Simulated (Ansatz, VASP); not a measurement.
**Two plane-wave programs on Cd2S**

```
Cd S
1.0
     5.19999    0.00000    0.00000
     0.00000    5.19999    0.00000
     0.00000    0.00000    3.75638
Cd S
2 1
Direct
  0.00000 0.50000 0.31890
  0.50000 0.00000 0.31890
  0.00000 0.00000 0.31817
```

Alike in both runs: functional PBE; k mesh 4 × 4 × 4; occupations gaussian, width 0.1 eV; no spin polarisation.

Ansatz relaxed the structure, and its values are those at the end. VASP's run is a single point on that final structure, the one shown.

|  | VASP | Ansatz |
| --- | --- | --- |
| version | VASP 6.6.1 | Ansatz 0.2.0 |
| potentials or method | VASP PAW PBE potentials, release 64 (Cd, S), cutoff 520 eV | scalar-relativistic, plane waves, PAW |
| valence electrons in the cell | 30 | 46 |

Ansatz gave:

- gap on the k mesh at the Fermi level (eV): none
- pressure (GPa): 0.2

**Question.** What did VASP give for the same quantities?

**Answer.** gap on the k mesh at the Fermi level (eV): none; pressure (GPa): 0.4.

A gap of «none» marks a metal or a gap that the smearing closes. With one functional, cell and mesh, what is left measures potentials, basis and numerics. VASP's potentials hold 30 valence electrons a cell and Ansatz's 46, so a difference there can come from the potentials and not from the codes.

The k mesh is coarse, so the values compare programs but aren't converged.
